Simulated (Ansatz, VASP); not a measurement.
# One calculation of GaAs, two programs

Contents of INCAR:

```
SYSTEM = GaAs
ALGO = Normal ; EDIFF = 1E-6
EDIFFG = -0.02 ; ENCUT = 520
GGA = PE ; IBRION = 2
ISIF = 2 ; ISMEAR = -1
LASPH = .True. ; LCHARG = .False.
LREAL = .False. ; LWAVE = .False.
NELM = 100 ; NSW = 80
PREC = Accurate ; SIGMA = 0.02
```

File KPOINTS:

```
k-points
0
Gamma
  13 13 13
  0 0 0
```

The input POSCAR:

```
GaAs
1.0
    0.0000000000      2.7886446409      2.7886446409
    2.7886446409      0.0000000000      2.7886446409
    2.7886446409      2.7886446409      0.0000000000
Ga As
1 1
Direct
    0.0000000000      0.0000000000      0.0000000000
    0.2500000000      0.2500000000      0.2500000000
```

Input for Ansatz:

```yaml
crystal:
  lattice:
    - [0.0, 2.7886446409, 2.7886446409]
    - [2.7886446409, 0.0, 2.7886446409]
    - [2.7886446409, 2.7886446409, 0.0]
  atoms:
    - { symbol: Ga, position: [0.0, 0.0, 0.0] }
    - { symbol: As, position: [0.25, 0.25, 0.25] }
kpoints:
  mp_grid: { grid: [13, 13, 13] }
scf:
  occupations: { method: fermi_dirac, width: 0.02 }
hamiltonian:
  xc: pbe
  pseudopotentials: { kind: paw }
output:
  forces: true
  stress: true
  populations: true
  efg:
    quadrupole_moments_barn: { Ga: 0.107, As: 0.311 }
    contact_densities: true
relax:
  f_tol: 0.02
  max_steps: 60
```

Change from the starting cell: volume scaled by 0.96, ions relaxed.

Alike in both runs: task relaxation of the atoms; functional PBE; k mesh 13 × 13 × 13; occupations fermi-dirac, width 0.02 eV; no spin polarisation.

|  | VASP | Ansatz |
| --- | --- | --- |
| version | VASP 6.6.1 | Ansatz 0.2.0 |
| potentials or method | VASP PAW PBE potentials, release 64 (Ga_d, As) | plane-wave PAW, scalar-relativistic |
| plane-wave cutoff (eV) | 520 | 420 |
| valence electrons in the cell | 18 | 28 |

```csv
,VASP,Ansatz,Ansatz less VASP
"gap on the k mesh at the Fermi level, each at its own relaxed structure (eV)",0.83,0.83,-0.007
```

VASP's potentials hold 18 valence electrons a cell and Ansatz's 28, so a difference there can come from the potentials and not from the codes. Ansatz's warnings: stress scf threshold loose.

Noted on VASP's run: the relaxation stopped at its first step, so nothing moved.
